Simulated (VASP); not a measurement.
Write the native input for VASP 6.6.1 that does the following.

```yaml
Task: single point
Functional: B3LYP
Potentials_or_basis: VASP PAW PBE potentials, release 64 (Sc_sv, Al)
Cutoff: 520 eV
k_mesh: 4 × 4 × 4
Occupations: fermi-dirac, width 0.05 eV
Spin: no spin polarisation
Dipole_correction: no
Grid_for_exact_exchange_PRECFOCK: Normal
Further_INCAR_settings: ALGO = Normal; EDIFF = 1e-07; NBANDS = 18
Share_of_exact_exchange: 0.2
```

The system is ScAl3.

```
Sc Al
1.0
     4.08781    0.00000    0.00000
     0.00000    4.08781    0.00000
     0.00000    0.00000    4.08781
Sc Al
1 3
Direct
  0.00000 0.00000 0.00000
  0.50000 0.50000 0.00000
  0.00000 0.50000 0.50000
  0.50000 0.00000 0.50000
```

One way to write it, as run:

POSCAR

```
ScAl3
1.0
    4.0878065700      0.0000000000      0.0000000000
    0.0000000000      4.0878065700      0.0000000000
    0.0000000000      0.0000000000      4.0878065700
Sc Al
1 3
Direct
    0.0000000000      0.0000000000      0.0000000000
    0.5000000000      0.5000000000      0.0000000000
    0.0000000000      0.5000000000      0.5000000000
    0.5000000000      0.0000000000      0.5000000000
```

INCAR.step1

```
PREC = Accurate
ENCUT = 520
EDIFF = 1E-5
ISMEAR = -1
SIGMA = 0.05
LREAL = False
LASPH = True
NELM = 60
ALGO = Normal
ISIF = 2
LWAVE = True
LCHARG = False
NBANDS = 18
GGA = PE
```

INCAR.step2

```
PREC = Accurate
ENCUT = 520
EDIFF = 1E-7
ISMEAR = -1
SIGMA = 0.05
LREAL = False
LASPH = True
NELM = 60
ALGO = Normal
ISIF = 2
LWAVE = False
LCHARG = False
GGA = B3
LHFCALC = True
AEXX = 0.2
AGGAX = 0.72
AGGAC = 0.81
ALDAC = 0.19
PRECFOCK = Normal
NBANDS = 18
ISTART = 1
```

KPOINTS

```
Automatic mesh
0
Gamma
  4 4 4
```

Potentials or basis: VASP PAW PBE potentials, release 64 (Sc_sv, Al).

The run is started by

```bash
$ cat potpaw_PBE.64/Sc_sv/POTCAR potpaw_PBE.64/Al/POTCAR > POTCAR
$ cp INCAR.step1 INCAR
$ mpirun -np 1 vasp_std > vasp.out
$ cp INCAR.step2 INCAR
$ mpirun -np 1 vasp_std > vasp.out
```

It gave:

```
Pressure               : 1.9 GPa
Band gap on the k mesh : zero (bands 10 and 11 overlap by 4.91 eV)
```

Caveat: the k points lie up to 0.38 Å⁻¹ apart, too coarse for converged energies and pressures of a metal; the PAW data sets were made with another functional, which shifts forces and pressure a little.

Wall time 14 min on 1 thread of Intel(R) Xeon(R) Platinum 8259CL CPU @ 2.50GHz (Skylake/Cascade Lake), on a shared host, peak memory 0.18 GiB.
